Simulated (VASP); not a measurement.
A run of VASP 6.6.1 is set up as follows.

INCAR

```
SYSTEM = MoS2
PREC = Accurate ; ENCUT = 520
EDIFF = 1E-6 ; ISMEAR = -1
SIGMA = 0.05 ; LREAL = .FALSE.
LASPH = .TRUE. ; NELM = 60
ALGO = Normal ; ISIF = 2
LWAVE = .FALSE. ; LCHARG = .FALSE.
GGA = PS ; NBANDS = 20
```

Contents of KPOINTS:

```
regular mesh
0
G
  10 10 10
  0 0 0
```

File POSCAR:

```
MoS2
1.0
    1.5477460518      0.8935915996      6.0244545686
   -1.5477460518      0.8935915996      6.0244545686
    0.0000000000     -1.7871831992      6.0244545686
Mo S
1 2
Direct
    0.0000000000      0.0000000000      0.0000000000
    0.4170000000      0.4170000000      0.4170000000
    0.2500000000      0.2500000000      0.2500000000
```

Potentials or basis: VASP PAW PBE potentials, release 64 (Mo_sv, S).

Command:

```console
$ cat potpaw_PBE.64/Mo_sv/POTCAR potpaw_PBE.64/S/POTCAR > POTCAR
$ mpirun -np 1 vasp_std > vasp.out
```

(1) What does it give for the band gap on the k mesh?

(2) What does it give for the largest force?

(3) What does it give for the pressure?

## Answers

(1) 0.86 eV, indirect (least direct gap 2.13 eV).

(2) 1.412 eV/Å.

(3) 11.4 GPa.

Caveat: the PAW data sets were made with another functional, which shifts forces and pressure a little.
